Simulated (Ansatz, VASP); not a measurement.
**TiC: VASP beside Ansatz**

```xyz
2
Lattice="0.0000 2.0991 2.1315 2.0991 0.0000 2.1315 2.0991 2.0991 0.0000" Properties=species:S:1:pos:R:3 pbc="T T T"
Ti    0.0000    0.0000    0.0000
C     2.0991    2.0991    2.1315
```

Change from the starting cell: strain -0.030 along x and y, -0.015 along z, atoms carried along.

Alike in both runs: task single point; functional PBE; k mesh 18 × 18 × 18; occupations gaussian, width 0.15 eV; no spin polarisation.

|  | VASP | Ansatz |
| --- | --- | --- |
| version | VASP 6.6.1 | Ansatz 0.2.0 |
| potentials or method | VASP PAW PBE potentials, release 64 (Ti_sv, C), cutoff 520 eV | scalar-relativistic, plane waves, PAW |
| valence electrons in the cell | 16 | 16 |

```csv
,VASP,Ansatz,Ansatz less VASP
gap on the k mesh at the Fermi level (eV),none,none,-
pressure (GPa),23.6,23.5,-0.16
"traceless stress, the component that is largest in VASP (GPa)",-5.52,-5.50,+0.017
```

A gap of «none» marks a metal or a gap that the smearing closes.
